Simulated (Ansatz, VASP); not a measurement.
**Cu in VASP and in Ansatz**

The input INCAR:

```
ALGO     = Fast           # electronic algorithm
EDIFF    = 1E-7           # SCF threshold, eV
ENCUT    = 520            # plane-wave cutoff, eV
GGA      = CA             # functional
ISIF     = 2              # what is computed and relaxed
ISMEAR   = 0              # smearing method
LASPH    = T              # aspherical terms in the spheres
LCHARG   = F              # write CHGCAR
LREAL    = F              # projectors in reciprocal space
LWAVE    = F              # write WAVECAR
NBANDS   = 12             # bands
NELM     = 60             # most SCF steps
PREC     = Accurate       # precision mode
SIGMA    = 0.15           # smearing width, eV
```

Contents of KPOINTS:

```
k-points
0
Gamma
  24 24 24
```

Contents of POSCAR:

```
Cu
1.0
   -1.4700899550      1.4700899550      1.3401340030
    1.4700899550     -1.4700899550      1.3401340030
    1.4700899550      1.4700899550     -1.3401340030
Cu
1
Direct
    0.0000000000      0.0000000000      0.0000000000
```

Input for Ansatz:

```yaml
crystal:
  lattice:
    - [-1.470089955, 1.470089955, 1.340134003]
    - [1.470089955, -1.470089955, 1.340134003]
    - [1.470089955, 1.470089955, -1.340134003]
  atoms:
    - { symbol: Cu, position: [0.0, 0.0, 0.0] }
basis:
  ecutwfc: 520.0
kpoints:
  mp_grid: { grid: [24, 24, 24] }
hamiltonian:
  xc: lda
  pseudopotentials: { kind: paw, azcp: { folder: soft_1 } }
scf:
  occupations: { method: gaussian, width: 0.15 }
output:
  forces: true
  stress: true
  eigenvalues: true
```

Alike in both runs: task single point; functional LDA; k mesh 24 × 24 × 24; occupations gaussian, width 0.15 eV; no spin polarisation.

|  | VASP | Ansatz |
| --- | --- | --- |
| version | VASP 6.6.1 | Ansatz 0.2.0 |
| potentials or method | VASP PAW LDA potentials, release 64 (Cu), cutoff 520 eV | scalar-relativistic, plane waves, PAW |
| valence electrons in the cell | 11 | 19 |

VASP gave:

| Property | Result |
| --- | --- |
| gap on the k mesh at the Fermi level (eV) | none |
| pressure (GPa) | -8.3 |
| traceless stress, the component that is largest in VASP (GPa) | 0.21 |

Task: Estimate Ansatz's values.

Result: gap on the k mesh at the Fermi level (eV): none; pressure (GPa): -9.2; traceless stress, the component that is largest in VASP (GPa): 0.18.

Ansatz warns that its potentials were made for another functional, while VASP's fit it. LDA's correlation is that of Perdew and Zunger in VASP and of Perdew and Wang (1992) in Ansatz. A gap of «none» marks a metal or a gap that the smearing closes. VASP's potentials hold 11 valence electrons a cell and Ansatz's 19, so a difference there can come from the potentials and not from the codes.
